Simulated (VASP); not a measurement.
# Y (Im-3m) in VASP: further runs

Runs on Y. Level: r2SCAN. Tasks: single point.

Program: VASP 6.6.1. These are calculated values, not measurements. Logs are shortened: lines on timing, memory, paths and dates and some standing lists are left out, and cuts for length are marked.

## (1) The cell of the first run

The structure is cubic, space group Im-3m (No. 229). Conventional cell: a = 3.901 Å, b = 3.901 Å, c = 3.901 Å, α = 90.00°, β = 90.00°, γ = 90.00°. Y (site symmetry m-3m) has 14 Y at 3.38 to 3.90 Å within 4.4 Å.

## (2) Single point, r2SCAN (volume scaled by 0.88)

Contents of POSCAR:

```
Y
1.0
   -1.9504544018      1.9504544018      1.9504544018
    1.9504544018     -1.9504544018      1.9504544018
    1.9504544018      1.9504544018     -1.9504544018
Y
1
Direct
    0.0000000000      0.0000000000      0.0000000000
```

Contents of INCAR.step1:

```
SYSTEM = Y
PREC = Accurate
ENCUT = 520
ISMEAR = -1
SIGMA = 0.1
LREAL = .FALSE.
LASPH = .TRUE.
NELM = 80
NBANDS = 12
GGA = PE
ALGO = Normal
EDIFF = 1E-4
LWAVE = .TRUE.
LCHARG = .FALSE.
```

Contents of INCAR.step2:

```
SYSTEM = Y
PREC = Accurate
ENCUT = 520
EDIFF = 1E-6
ISMEAR = -1
SIGMA = 0.1
LREAL = .FALSE.
LASPH = .TRUE.
NELM = 80
ALGO = Normal
ISIF = 2
LWAVE = .FALSE.
LCHARG = .FALSE.
METAGGA = R2SCAN
LMIXTAU = .TRUE.
NBANDS = 12
ISTART = 1
```

Contents of KPOINTS:

```
Automatic mesh
0
G
  12 12 12
  0 0 0
```

Potentials or basis: VASP PAW PBE potentials, release 64 (Y_sv).

On the command line:

```
> cat potpaw_PBE.64/Y_sv/POTCAR > POTCAR
> cp INCAR.step1 INCAR
> mpirun -np 1 vasp_std > vasp.out
> cp INCAR.step2 INCAR
> mpirun -np 1 vasp_std > vasp.out
```

OUTCAR:

```text
SYSTEM = Y
   PREC = Accurate
   ENCUT = 520
   EDIFF = 1E-6
   ISMEAR = -1
   LREAL = .FALSE.
   LASPH = .TRUE.
   NELM = 80
   ISIF = 2
   METAGGA = R2SCAN
   ISTART = 1

 ion  position               nearest neighbor table
   1  0.000  0.000  0.000-

  LATTYP: Found a body centered cubic cell.
 ALAT       =     3.9009088036

  Lattice vectors:

 A1 = (  -1.9504544018,   1.9504544018,   1.9504544018)
 A2 = (   1.9504544018,  -1.9504544018,   1.9504544018)
 A3 = (   1.9504544018,   1.9504544018,  -1.9504544018)

Analysis of symmetry for initial positions (statically):
=====================================================================
 Subroutine PRICEL returns:
 Original cell was already a primitive cell.

 Routine SETGRP: Setting up the symmetry group for a
 body centered cubic supercell.

 Subroutine GETGRP returns: Found 48 space group operations
 (whereof 48 operations were pure point group operations)
 out of a pool of 48 trial point group operations.

The static configuration has the point symmetry O_h .

Analysis of symmetry for dynamics (positions and initial velocities):
=====================================================================
 Subroutine PRICEL returns:
 Original cell was already a primitive cell.

 Routine SETGRP: Setting up the symmetry group for a
 body centered cubic supercell.

 Subroutine GETGRP returns: Found 48 space group operations
 (whereof 48 operations were pure point group operations)
 out of a pool of 48 trial point group operations.

The dynamic configuration has the point symmetry O_h .

 Subroutine INISYM returns: Found 48 space group operations
 (whereof 48 operations are pure point group operations),
 and found     1 'primitive' translations

----------------------------------------------------------------------------------------

                                     Primitive cell

  volume of cell :      29.6802

  direct lattice vectors                    reciprocal lattice vectors
    -1.950454402  1.950454402  1.950454402     0.000000000  0.256350520  0.256350520
     1.950454402 -1.950454402  1.950454402     0.256350520  0.000000000  0.256350520
     1.950454402  1.950454402 -1.950454402     0.256350520  0.256350520  0.000000000

  length of vectors
     3.378286122  3.378286122  3.378286122     0.362534382  0.362534382  0.362534382

  position of ions in fractional coordinates (direct lattice)
     0.000000000  0.000000000  0.000000000

  ion indices of the primitive-cell ions
   primitive index   ion index
                 1           1

----------------------------------------------------------------------------------------

 KPOINTS: Automatic mesh

Automatic generation of k-mesh.
 Grid dimensions read from file:
 generate k-points for:   12   12   12

 Generating k-lattice:

  Cartesian coordinates                     Fractional coordinates (reciprocal lattice)
     0.000000000  0.021362543  0.021362543     0.083333333  0.000000000  0.000000000
     0.021362543  0.000000000  0.021362543     0.000000000  0.083333333  0.000000000
     0.021362543  0.021362543  0.000000000     0.000000000  0.000000000  0.083333333

  Length of vectors
     0.030211199  0.030211199  0.030211199

  Shift w.r.t. Gamma in fractional coordinates (k-lattice)
     0.000000000  0.000000000  0.000000000

 Subroutine IBZKPT returns following result:
 ===========================================

 Found     72 irreducible k-points:

 Following reciprocal coordinates:
            Coordinates               Weight
  0.000000  0.000000  0.000000      1.000000
  0.083333  0.000000  0.000000     12.000000
  0.166667  0.000000  0.000000     12.000000
  0.250000  0.000000  0.000000     12.000000
  0.333333  0.000000  0.000000     12.000000
  0.416667  0.000000  0.000000     12.000000
[... 16 lines left out ...]
  0.333333  0.083333  0.083333     24.000000
  0.416667  0.083333  0.083333     12.000000
 [... further k-points ...]
   k-points           NKPTS =     72   k-points in BZ     NKDIM =     72   number of bands    NBANDS=     12
   number of dos      NEDOS =    301   number of ions     NIONS =      1
   total plane-waves  NPLWV =  21952
   dimension x,y,z NGX =    28 NGY =   28 NGZ =   28
   dimension x,y,z NGXF=    56 NGYF=   56 NGZF=   56
   ions per type =               1
   NGX,Y,Z   is equivalent  to a cutoff of  13.78, 13.78, 13.78 a.u.
   NGXF,Y,Z  is equivalent  to a cutoff of  27.56, 27.56, 27.56 a.u.
 SYSTEM =  Y
   PREC   = accura    normal or accurate (medium, high low for compatibility)
   ISTART =      1    job   : 0-new  1-cont  2-samecut
   ICHARG =      0    charge: 1-file 2-atom 10-const
   ISPIN  =      1    spin polarized calculation?
   LNONCOLLINEAR =      F non collinear calculations
   LSORBIT =      F    spin-orbit coupling
   LASPH  =      T    aspherical Exc in radial PAW
   ENCUT  =  520.0 eV  38.22 Ry    6.18 a.u.   6.28  6.28  6.28*2*pi/ulx,y,z
   NELM   =     80;   NELMIN=  2; NELMDL=  0     # of ELM steps
   EDIFF  = 0.1E-05   stopping-criterion for ELM
   LREAL  =      F    real-space projection
   EDIFFG = 0.1E-04   stopping-criterion for IOM
   NSW    =      0    number of steps for IOM
   IBRION =     -1    ionic relax: 0-MD 1-quasi-New 2-CG
   NFREE  =      0    steps in history (QN), initial steepest desc. (CG)
   ISIF   =      2    stress and relaxation
   ISYM   =      2    0-nonsym 1-usesym 2-fastsym
   POTIM  = 0.5000    time-step for ionic-motion
   TEBEG  =    0.0;   TEEND  =   0.0 temperature during run
   PSTRESS=    0.0 pullay stress
   NELECT =      11.0000    total number of electrons
   NUPDOWN=      -1.0000    fix difference up-down
   EMIN   =  10.00;   EMAX   =-10.00  energy-range for DOS
   EFERMI =   0.00;   METHOD = LEGACY
   ISMEAR =    -1;   SIGMA  =   0.10  broadening in eV -4-tet -1-fermi 0-gaus
   EFERMI_NEDOS =   21; number of points for ismear=-14 and -15
   IALGO  =     38    algorithm
   IMIX   =      4    mixing-type and parameters
     AMIX     =   0.40;   BMIX     =  1.00
     AMIX_MAG =   1.60;   BMIX_MAG =  1.00
  volume/ion in A,a.u.               =      29.68       200.29
  Fermi-wavevector in a.u.,A,eV,Ry     =   1.175935  2.222195 18.814446  1.382823
  Thomas-Fermi vector in A             =   2.312307
   LORBIT       =      0    0 simple, 1 ext, 2 COOP (PROOUT), +10 PAW based schemes
   METAGGA = R2SCAN    functional components
   LHFCALC =     F    Hartree Fock is set to
   AEXX    =    0.0000 exact exchange contribution
   IVDW    =     0    specifies the selected vdW correction
   LEPSILON=     F    determine dielectric tensor
   LRPA    =     F    only Hartree local field effects (RPA)
 non-spin polarized calculation
  energy-cutoff  :      520.00
  volume of cell :       29.68
 maximum number of plane-waves:       814
 NGX is ok and might be reduce to    28
   NGX = 13   NGY = 13   NGZ = 13

 number of electron      11.0000000 magnetization

 Free energy of the ion-electron system (eV)
  ---------------------------------------------------
  ext. energy  EPLUGINS =         0.00000000
  ---------------------------------------------------
  free energy    TOTEN  =       -20.13889306 eV

  energy without entropy =      -20.07341272  energy(sigma->0) =      -20.10615289

 E-fermi :   3.7352     XC(G=0): -10.4954

 val. band max:        3.7248810307   @ k =   0.1667   0.1667   0.1667
 cond. band min:       3.7985543580   @ k =   0.3333   0.2500   0.0833
 fundamental gap:      0.0736733272
 Fermi energy:         3.7352088180

 k-point     1 :       0.0000    0.0000    0.0000
  band No.  band energies     occupation
      1     -40.4190      2.00000
      2     -19.3696      2.00000
      3     -19.3696      2.00000
      4     -19.3696      2.00000
      5      -1.4691      2.00000
      6       5.8222      0.00000
      7       5.8222      0.00000
      8       5.8222      0.00000
      9       7.8663      0.00000
     10       7.8663      0.00000
     11      14.7868      0.00000
     12      14.7868      0.00000

 k-point     2 :       0.0833    0.0000    0.0000
  band No.  band energies     occupation
      1     -40.4116      2.00000
      2     -19.4264      2.00000
      3     -19.3862      2.00000
      4     -19.3701      2.00000
      5      -1.2601      2.00000
      6       5.6559      0.00000
      7       5.7298      0.00000
      8       6.0235      0.00000
      9       7.6216      0.00000
     10       7.8580      0.00000
     11      14.9923      0.00000
     12      15.1950      0.00000

 k-point     3 :       0.1667    0.0000    0.0000
  band No.  band energies     occupation
      1     -40.3914      2.00000
      2     -19.5784      2.00000
      3     -19.4312      2.00000
      4     -19.3717      2.00000
      5      -0.6746      2.00000
      6       5.2494      0.00000
      7       5.3156      0.00000
      8       6.6143      0.00000
      9       7.3886      0.00000
     10       7.8696      0.00000
     11      15.3333      0.00000
     12      16.3187      0.00000
[... 286 lines left out ...]
 k-point    23 :       0.3333    0.0833    0.0833
  band No.  band energies     occupation
      1     -40.3122      2.00000
      2     -20.0727      2.00000
      3     -19.6260      2.00000
      4     -19.4281      2.00000
      5       1.8270      2.00000
      6       3.9123      0.29097
      7       4.1782      0.02355
      8       8.0846      0.00000
      9       8.5444      0.00000
     10      10.5168      0.00000
     11      13.1711      0.00000
     12      13.4241      0.00000

 k-point    24 :       0.4167    0.0833    0.0833
  band No.  band energies     occupation
      1     -40.3055      2.00000
      2     -20.1068      2.00000
      3     -19.6504      2.00000
      4     -19.4299      2.00000
      5       1.9287      2.00000
      6       3.8399      0.51952
      7       4.3936      0.00276
      8       8.1051      0.00000
      9       8.6528      0.00000
     10      11.0698      0.00000
     11      12.5733      0.00000
     12      13.0713      0.00000

 [... further k-points ...]

------------------------ aborting loop because EDIFF is reached ----------------------------------------

  FORCE on cell =-STRESS in cart. coord.  units (eV):
  Direction    XX          YY          ZZ          XY          YZ          ZX
  --------------------------------------------------------------------------------------
  -------------------------------------------------------------------------------------
  Total        1.1243751      1.1243751      1.1243751      0.0000000      0.0000000     -0.0000000
  in kB       60.6952084     60.6952084     60.6952084      0.0000000      0.0000000     -0.0000000
  external PRESSURE =      60.6952084 kB  Pullay stress =       0.0000000 kB

 VOLUME and BASIS-vectors are now :
 -----------------------------------------------------------------------------
  energy-cutoff  :      520.00
  volume of cell :       29.68
      direct lattice vectors                 reciprocal lattice vectors
    -1.950454402  1.950454402  1.950454402     0.000000000  0.256350520  0.256350520
     1.950454402 -1.950454402  1.950454402     0.256350520  0.000000000  0.256350520
     1.950454402  1.950454402 -1.950454402     0.256350520  0.256350520  0.000000000

 POSITION                                       TOTAL-FORCE (eV/Angst)
 -----------------------------------------------------------------------------------
      0.00000      0.00000      0.00000         0.000000     -0.000000      0.000000
 -----------------------------------------------------------------------------------
    total drift:                               -0.000000     -0.000000      0.000000

  FREE ENERGIE OF THE ION-ELECTRON SYSTEM (eV)
  ---------------------------------------------------
  free  energy   TOTEN  =       -20.1388930631 eV

  energy  without entropy=      -20.0734127200  energy(sigma->0) =      -20.10615289
```

Wall time 2.4 min (1 thread of Intel Xeon Platinum 8259CL at 2.50GHz (Skylake/Cascade Lake), shared host); peak memory 0.2 GiB.

What came out:

```yaml
Free_energy: -20.1389 eV
Pressure: 6.1 GPa
```

Caveat: the PAW data sets were made with another functional, which shifts forces and pressure a little.

(Continued in part 2 of 2.)
